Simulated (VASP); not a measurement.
Here is a VASP 6.6.1 calculation.

Contents of INCAR:

```
SYSTEM = Na
PREC = Accurate
ENCUT = 520
EDIFF = 1E-6
ISMEAR = -1
SIGMA = 0.1
LREAL = .False.
LASPH = .True.
NELM = 80
ALGO = Normal
ISIF = 2
LWAVE = .False.
LCHARG = .True.
LELF = .True.
LVHAR = .True.
NBANDS = 14
```

File KPOINTS:

```
Automatic mesh
0
Gamma
  9 9 9
  0 0 0
```

The input POSCAR:

```
Na
1.0
    0.0000000000      3.6414494888      3.6414494888
    3.6414494888      0.0000000000      3.6414494888
    3.6414494888      3.6414494888      0.0000000000
Na
2
Direct
    0.1250000000      0.1250000000      0.1250000000
    0.8750000000      0.8750000000      0.8750000000
```

Potentials or basis: VASP PAW LDA potentials, release 64 (Na_pv).

Command:

```bash
$ cat potpaw_LDA.64/Na_pv/POTCAR > POTCAR
$ mpirun -np 1 vasp_std > vasp.out
```

Task: Predict the band gap on the k mesh.

Result: Zero (bands 7 and 8 overlap by 0.45 eV).

Task: What does it give for the pressure?

Result: 0.0 GPa.
